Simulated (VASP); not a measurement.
# Al5Cu2 in VASP: single point with PBE+D3(BJ)

Aim: the single point of Al5Cu2 with PBE+D3(BJ).

Everything below comes from runs of VASP 6.6.1. Logs are shortened: lines on timing, memory, paths and dates and some standing lists are left out, and cuts for length are marked.

## Step 1: The cell of the first run

The cell holds a slab with vacuum, 14 atoms: a = 4.810 Å, b = 4.855 Å, c = 25.435 Å, α = 90.00°, β = 90.00°, γ = 119.70°.

## Step 2: Single point, PBE+D3(BJ)

INCAR

```
SYSTEM = Al5Cu2
  PREC = Accurate
  ENCUT = 520
  EDIFF = 1E-6
  ISMEAR = 0
  SIGMA = 0.1
  LREAL = .False.
  LASPH = .True.
  NELM = 100
  ALGO = Normal
  ISIF = 2
  LWAVE = .False.
  LCHARG = .True.
  LDIPOL = .True.
  IDIPOL = 3
  DIPOL = 0.5 0.5 0.501
  GGA = PE
  IVDW = 12
  LELF = .True.
  LVHAR = .True.
  LVACPOTAV = .True.
  NBANDS = 50
```

KPOINTS

```
regular mesh
0
Gamma
  7 7 1
  0 0 0
```

POSCAR

```
Al5Cu2
1.0
    4.8103827287      0.0000000000      0.0000000000
   -2.4051913644      4.2174816835      0.0000000000
    0.0000000000      0.0000000000     25.4349633669
Al Cu
10 4
Direct
    0.4082048455      0.8164096910      0.3341856592
    0.0917951545      0.1835903090      0.3341856592
    0.7500000000      0.5000000000      0.3866509235
    0.2500000000      0.5000000000      0.4475347357
    0.9081446924      0.8162893848      0.5004899834
    0.5918553076      0.1837106152      0.5004899834
    0.2500000000      0.5000000000      0.5547993020
    0.7500000000      0.5000000000      0.6191103546
    0.4128850652      0.8257701304      0.6689905700
    0.0871149348      0.1742298696      0.6689905700
    0.7500000000      0.0000000000      0.4170928296
    0.2500000000      0.0000000000      0.4170928296
    0.2500000000      0.0000000000      0.5831136883
    0.7500000000      0.0000000000      0.5831136883
```

Potentials or basis: VASP PAW PBE potentials, release 64 (Al, Cu).

Started as:

```sh
> cat potpaw_PBE.64/Al/POTCAR potpaw_PBE.64/Cu/POTCAR > POTCAR
> mpirun -np 1 vasp_std > vasp.out
```

OUTCAR:

```text
SYSTEM = Al5Cu2
   PREC = Accurate
   ENCUT = 520
   EDIFF = 1E-6
   ISMEAR = 0
   LREAL = .False.
   LASPH = .True.
   NELM = 100
   ISIF = 2
   GGA = PE
   IVDW = 12
 IVDW          = 12

 ion  position               nearest neighbor table
   1  0.408  0.816  0.334-  11 2.55  12 2.55   2 2.67   2 2.86   2 2.86   3 3.06   3 3.06   3 3.18
                             4 3.18
   2  0.092  0.184  0.334-  11 2.55  12 2.55   1 2.67   1 2.86   1 2.86   3 3.06   3 3.06   3 3.18
                             4 3.18
   3  0.750  0.500  0.387-  12 2.55  12 2.55  11 2.55  11 2.55   4 2.86   4 2.86   1 3.06   2 3.06
                             2 3.06   1 3.06   2 3.18   1 3.18   6 3.19   5 3.19
   4  0.250  0.500  0.448-  11 2.55  11 2.55  12 2.55  12 2.55   7 2.73   3 2.86   3 2.86   6 3.06
                             5 3.06   6 3.06   5 3.06   1 3.18   2 3.18   6 3.18   5 3.18
   5  0.908  0.816  0.500-  13 2.54  14 2.54  12 2.56  11 2.56   6 2.67   6 2.86   6 2.86   4 3.06
                             4 3.06   7 3.08   7 3.08   4 3.18   3 3.19   7 3.20   8 3.30
   6  0.592  0.184  0.500-  13 2.54  14 2.54  12 2.56  11 2.56   5 2.67   5 2.86   5 2.86   4 3.06
                             4 3.06   7 3.08   7 3.08   4 3.18   3 3.19   7 3.20   8 3.30
   7  0.250  0.500  0.555-  14 2.53  14 2.53  13 2.53  13 2.53   4 2.73   8 2.91   8 2.91   5 3.08
                             6 3.08   6 3.08   5 3.08   6 3.20   5 3.20  10 3.21   9 3.21
   8  0.750  0.500  0.619-  13 2.59  13 2.59  14 2.59  14 2.59   7 2.91   7 2.91  10 3.05   9 3.05
                             9 3.05  10 3.05  10 3.11   9 3.11   5 3.30   6 3.30
   9  0.413  0.826  0.669-  14 2.60  13 2.60  10 2.75  10 2.82  10 2.82   8 3.05   8 3.05   8 3.11
                             7 3.21
  10  0.087  0.174  0.669-  14 2.60  13 2.60   9 2.75   9 2.82   9 2.82   8 3.05   8 3.05   8 3.11
                             7 3.21
  11  0.750  0.000  0.417-  12 2.41  12 2.41   1 2.55   2 2.55   4 2.55   4 2.55   3 2.55   3 2.55
                             5 2.56   6 2.56
  12  0.250  0.000  0.417-  11 2.41  11 2.41   1 2.55   2 2.55   3 2.55   3 2.55   4 2.55   4 2.55
                             5 2.56   6 2.56
  13  0.250  0.000  0.583-  14 2.41  14 2.41   7 2.53   7 2.53   5 2.54   6 2.54   8 2.59   8 2.59
                             9 2.60  10 2.60
  14  0.750  0.000  0.583-  13 2.41  13 2.41   7 2.53   7 2.53   5 2.54   6 2.54   8 2.59   8 2.59
                             9 2.60  10 2.60

  LATTYP: Found a base centered orthorhombic cell.
 ALAT       =     4.8103827287
 B/A-ratio  =     1.7534911134
 C/A-ratio  =     5.2875134478

  Lattice vectors:

 A1 = (   2.4051913644,  -4.2174816835,   0.0000000000)
 A2 = (   2.4051913643,   4.2174816835,   0.0000000000)
 A3 = (   0.0000000000,   0.0000000000,  25.4349633669)

Analysis of symmetry for initial positions (statically):
=====================================================================
 Subroutine PRICEL returns:
 Original cell was already a primitive cell.

 Routine SETGRP: Setting up the symmetry group for a
 base centered orthorhombic supercell.
[... 165 lines left out ...]
   LEPSILON=     F    determine dielectric tensor
   LRPA    =     F    only Hartree local field effects (RPA)
 non-spin polarized calculation
 Gauss-broadening in eV      SIGMA  =   0.10
  energy-cutoff  :      520.00
  volume of cell :      516.02
 maximum number of plane-waves:     13949
   NGX = 17   NGY = 19   NGZ = 95

 dipolmoment           0.000000      0.000000      0.001110 electrons x Angstroem

 number of electron      74.0000074 magnetization

 dipolmoment           0.000000      0.000000     -0.003184 electrons x Angstroem

 Free energy of the ion-electron system (eV)
  ---------------------------------------------------
  ext. energy  EPLUGINS =         0.00000000
  ---------------------------------------------------
  free energy    TOTEN  =       -51.62083222 eV

  energy without entropy =      -51.58791536  energy(sigma->0) =      -51.60437379

 E-fermi :   0.8114     XC(G=0):  -5.1382

 val. band max:        0.7930189812   @ k =   0.0000   0.1429   0.0000
 cond. band min:       0.8145050134   @ k =  -0.2857   0.1429   0.0000
 fundamental gap:      0.0214860322
 Fermi energy:         0.8114421699

 k-point     1 :       0.0000    0.0000    0.0000
  band No.  band energies     occupation
      1     -10.0199      2.00000
      2      -9.1020      2.00000
      3      -7.5325      2.00000
      4      -5.8261      2.00000
      5      -4.8122      2.00000
      6      -4.7498      2.00000
[... 821 lines left out ...]
     48       4.9060      0.00000
     49       4.9435      0.00000
 [bands above 49 left out]

------------------------ aborting loop because EDIFF is reached ----------------------------------------

 Edisp (eV)   -4.42872

 E8    (eV) :    -2.0191

  FORCE on cell =-STRESS in cart. coord.  units (eV):
  Direction    XX          YY          ZZ          XY          YZ          ZX
  --------------------------------------------------------------------------------------
  -------------------------------------------------------------------------------------
  Total      -5.70201    -5.60564     1.10350     0.00000     0.00000     0.00000
  in kB     -17.70414   -17.40490     3.42624     0.00000     0.00000     0.00000
  external pressure =      -10.56 kB  Pullay stress =        0.00 kB

 VOLUME and BASIS-vectors are now :
 -----------------------------------------------------------------------------
  energy-cutoff  :      520.00
  volume of cell :      516.02
      direct lattice vectors                 reciprocal lattice vectors
     4.810382729  0.000000000  0.000000000     0.207883667  0.118554160  0.000000000
    -2.405191364  4.217481683  0.000000000     0.000000000  0.237108321  0.000000000
     0.000000000  0.000000000 25.434963367     0.000000000  0.000000000  0.039315960

 POSITION                                       TOTAL-FORCE (eV/Angst)
 -----------------------------------------------------------------------------------
     -0.00000      3.44319      8.50000        -0.000000      0.185058     -0.202004
     -0.00000      0.77429      8.50000         0.000000     -0.185058     -0.202004
      2.40519      2.10874      9.83445        -0.000000      0.000000     -0.190396
     -0.00000      2.10874     11.38303        -0.000000      0.000000      0.044060
      2.40519      3.44269     12.72994         0.000000     -0.004456     -0.002275
      2.40519      0.77480     12.72994        -0.000000      0.004456     -0.002275
     -0.00000      2.10874     14.11130         0.000000      0.000000     -0.011691
      2.40519      2.10874     15.74705         0.000000      0.000000      0.014734
     -0.00000      3.48267     17.01575         0.000000     -0.010051      0.005593
     -0.00000      0.73481     17.01575        -0.000000      0.010051      0.005593
      3.60779      0.00000     10.60874         0.000000      0.000000      0.265567
      1.20260      0.00000     10.60874         0.000000      0.000000      0.265567
      1.20260      0.00000     14.83148         0.000000      0.000000      0.004764
      3.60779      0.00000     14.83148         0.000000      0.000000      0.004764
 -----------------------------------------------------------------------------------
    total drift:                                0.000001      0.000000     -0.000637

  FREE ENERGIE OF THE ION-ELECTRON SYSTEM (eV)
  ---------------------------------------------------
  free  energy   TOTEN  =       -56.0495530609 eV

  energy  without entropy=      -56.0166361990  energy(sigma->0) =      -56.03309463

 vacuum level on the upper side and lower side of the slab         5.144         5.173
```

OSZICAR:

```text
N       E                     dE             d eps       ncg     rms          rms(c)
DAV:   1     0.519006299347E+03    0.51901E+03   -0.26243E+04  1600   0.127E+03
DAV:   2    -0.134130906127E+02   -0.53242E+03   -0.50865E+03  1692   0.303E+02
DAV:   3    -0.586365027570E+02   -0.45223E+02   -0.43088E+02  2040   0.126E+02
[... 21 lines left out ...]
DAV:  25    -0.516208227633E+02   -0.22466E-04   -0.23299E-06  1394   0.109E-02    0.244E-03
DAV:  26    -0.516208276659E+02   -0.49025E-05   -0.37059E-07  1280   0.286E-03    0.211E-03
DAV:  27    -0.516208306703E+02   -0.30044E-05   -0.33382E-07  1180   0.104E-02    0.808E-04
DAV:  28    -0.516208319819E+02   -0.13116E-05   -0.27852E-07  1206   0.235E-03    0.173E-04
DAV:  29    -0.516208322231E+02   -0.24120E-06   -0.56357E-08  1136   0.222E-03
   1 F= -.56049553E+02 E0= -.56033095E+02  d E =-.329169E-01
```

Run time: 20 min. Hardware: 1 thread of Intel Xeon 8259CL, shared host; peak memory 0.71 GiB.

Results:

| Quantity | Value |
| --- | --- |
| Free energy | -56.0496 eV |
| Largest force | 0.274 eV/Å |
| Band gap on the k mesh | zero (bands 37 and 38 overlap by 0.71 eV) |
| Dispersion energy per atom | -0.316 eV |

Forces on the atoms (eV/Å):
```
Al   0.000  0.185 -0.202
Al   0.000 -0.185 -0.202
Al   0.000  0.000 -0.190
Al   0.000  0.000  0.044
Al   0.000 -0.004 -0.002
Al   0.000  0.004 -0.002
Al   0.000  0.000 -0.012
Al   0.000  0.000  0.015
Al   0.000 -0.010  0.006
Al   0.000  0.010  0.006
Cu   0.000  0.000  0.266
Cu   0.000  0.000  0.266
Cu   0.000  0.000  0.005
Cu   0.000  0.000  0.005
```
